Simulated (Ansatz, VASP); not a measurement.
# Two plane-wave programs on PbI2

```
Pb I
1.0
     4.55500    0.00000    0.00000
    -2.27750    3.94475    0.00000
     0.00000    0.00000    6.97700
Pb I
1 2
Cartesian
  0.0000 0.0000 0.0000
  0.0000 2.6298 1.8489
  2.2775 1.3149 5.1281
```

Alike in both runs: task single point; functional PBEsol; k mesh 9 × 9 × 4; occupations gaussian, width 0.05 eV; no spin polarisation.

|  | VASP | Ansatz |
| --- | --- | --- |
| version | VASP 6.6.1 | Ansatz 0.2.0 |
| potentials or method | VASP PAW PBE potentials, release 64 (Pb_d, I), cutoff 500 eV | scalar-relativistic, plane waves, PAW |
| valence electrons in the cell | 28 | 48 |

```csv
,VASP,Ansatz,Ansatz less VASP
gap on the k mesh at the Fermi level (eV),2.12,2.12,+0.002
least direct gap on the mesh (eV),2.12,2.12,+0.002
pressure (GPa),0.0,0.1,0.00
"traceless stress, the component that is largest in VASP (GPa)",0.10,0.10,-0.002
rms of the force components (eV/Å),0.005,0.004,-0.0010
```

VASP's potentials were made for PBE, not for PBEsol. Atom by atom the forces differ by 0.001 eV/Å (rms over components). VASP's potentials hold 28 valence electrons a cell and Ansatz's 48, so a difference there can come from the potentials and not from the codes.

Spin-orbit coupling is off throughout.
